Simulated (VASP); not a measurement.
Runs of VASP 6.6.1 on BeIr. The structure is that of space group Fm-3m (No. 225), or close to it. The cells are those of the table. The cell was built from a structure type or drawn by symmetry, and may not be a known phase.

```csv
task,spin,cell,k mesh,cutoff (eV),gap on the mesh (eV),pressure (GPa),moment (μB)
single point,off,"a = 3.227 Å, angles 60.0°, 2 atoms",8 × 8 × 8,520,none,0.5,-
single point,off,"a = 2.959 Å, angles 60.0°, 2 atoms",8 × 8 × 8,520,none,92.4,-
relaxation of cell and atoms,off,"relaxed from a = 2.959 Å, angles 60.0°, 2 atoms",8 × 8 × 8,600,none,0.0,-
single point,collinear,"a = 3.225 Å, angles 60.0°, 2 atoms",20 × 20 × 20,520,none,0.4,0.00
single point,collinear,"a = 3.227 Å, angles 60.0°, 2 atoms",6 × 6 × 6,520,none,(a),(b)
```

Alike in all rows: level PBE; potentials or basis VASP PAW PBE potentials, release 64 (Be, Ir); smearing gaussian 0.1 eV.

**Question.** Estimate the missing entries.

**Answer.** (a) 1.1; (b) 0.41.

Caveats: some runs use coarse meshes; spin-orbit coupling is left out, which moves the levels of the heavy elements; the cell stands under pressure (at least some runs).

A k mesh can miss the band edges, and the runs leave out spin-orbit coupling on Ir.

A gap of «none» marks levels without a gap at the run's occupations.
